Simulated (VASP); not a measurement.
A run of VASP 6.6.1:

The input INCAR:

```
  ALGO = Normal
  EDIFF = 1E-6
  ENCUT = 600
  GGA = PE
  GGA_COMPAT = False
  ISIF = 2
  ISMEAR = -1
  LASPH = True
  LCHARG = True
  LELF = True
  LREAL = False
  LVHAR = True
  LWAVE = False
  NBANDS = 25
  NELM = 120
  PREC = Accurate
  SIGMA = 0.02
```

KPOINTS

```
k-points
0
Gamma
  6 6 8
```

POSCAR

```
MgF2
1.0
    4.6975810551      0.0000000000      0.0000000000
    0.0000000000      4.6975810551      0.0000000000
    0.0000000000      0.0000000000      3.0929918976
Mg F
2 4
Direct
    0.5000000000      0.5000000000      0.5000000000
    0.0000000000      0.0000000000      0.0000000000
    0.6964323173      0.6964323173      0.0000000000
    0.8035676827      0.1964323173      0.5000000000
    0.3035676827      0.3035676827      0.0000000000
    0.1964323173      0.8035676827      0.5000000000
```

Potentials or basis: VASP PAW PBE potentials, release 64 (Mg, F).

The run is started by

```console
$ cat potpaw_PBE.64/Mg/POTCAR potpaw_PBE.64/F/POTCAR > POTCAR
$ mpirun -np 1 vasp_std > vasp.out
```

Hardware: 1 thread of Intel(R) Xeon(R) Platinum 8259CL CPU @ 2.50GHz (Skylake/Cascade Lake) (shared host).

**Question.** Estimate the wall time of this run.

**Answer.** It took 78 s on 1 thread of Intel(R) Xeon(R) Platinum 8259CL CPU @ 2.50GHz (Skylake/Cascade Lake) (shared host), peak memory 0.25 GiB. Counts: scf iterations 11, k points 50.
